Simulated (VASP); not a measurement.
**MgO: relaxation of cell and atoms with r2SCAN+rVV10**

The system is MgO.

```xyz
2
Lattice="0.0000 2.1085 2.1085 2.1085 0.0000 2.1085 2.1085 2.1085 0.0000" Properties=species:S:1:pos:R:3 pbc="T T T"
Mg    0.0000    0.0000    0.0000
O     2.1085    2.1085    2.1085
```

```json
{"Program": "VASP 6.6.1", "Task": "relaxation of cell and atoms", "Functional": "r2SCAN", "Dispersion": "rVV10", "Potentials or basis": "VASP PAW PBE potentials, release 64 (Mg, O)", "Cutoff": "660 eV", "k mesh": "10 × 10 × 10", "Occupations": "gaussian, width 0.02 eV", "Spin": "no spin polarisation", "Target pressure": "12 GPa", "Dipole correction": "no", "Further INCAR settings": "ALGO = Normal; EDIFF = 1e-07; IBRION = 2; EDIFFG = -0.002; NSW = 100; ISIF = 3"}
```

```yaml
Relaxed_volume: 8.62 Å³/atom
Relaxed_cell: a = 2.900 Å, b = 2.900 Å, c = 2.900 Å, α = 60.00°, β = 60.00°, γ = 60.00°
Space_group_after_relaxing_to_0.1_Å: Fm-3m (No. 225)
Energy_change_on_relaxing_the_run_minimises_the_enthalpy: +16.4 meV/atom
Ionic_steps: 6
Pressure_after_relaxing: 12.0 GPa
Band_gap_on_the_k_mesh: 6.42 eV
```

The path:
```csv
step,energy change (eV),largest force (eV/Å),pressure (GPa),volume (Å³)
1,0.0000,0.0000,-3.89,18.75
2,0.1368,0.0000,25.43,16.34
3,0.0323,0.0000,11.92,17.25
4,0.0345,0.0000,12.30,17.22
5,0.0317,0.0000,11.82,17.26
6,0.0328,0.0000,11.99,17.24
```

Final structure:
```xyz
2
Lattice="0.0000 2.0504 2.0504 2.0504 0.0000 2.0504 2.0504 2.0504 0.0000" Properties=species:S:1:pos:R:3 pbc="T T T"
Mg    2.0504    0.0000    2.0504
O     2.0504    2.0504    2.0504
```

Levels at points of the mesh, in eV from the valence-band top:
| k point | band 2 | band 3 | band 4 | band 5 | band 6 | band 7 |
| --- | --- | --- | --- | --- | --- | --- |
| (0.00, 0.00, 0.00) | 0.00 | 0.00 | 0.00 | 6.42 | 17.27 | 17.27 |
| (0.50, 0.00, 0.00) | -5.00 | -0.77 | -0.77 | 9.30 | 14.75 | 18.26 |
| (0.50, 0.50, 0.00) | -4.46 | -1.50 | -1.50 | 10.08 | 11.97 | 15.18 |

It took 5.6 min on 1 thread of Intel(R) Xeon(R) Platinum 8559C (Emerald Rapids) (shared host), peak memory 0.28 GiB.

Caveat: the cell is relaxed towards a set pressure, so the run minimises the enthalpy, not the energy; the PAW data sets were made with another functional, which shifts forces and pressure a little. r2SCAN opens gaps a little over a GGA but as a rule still falls short of measured ones.
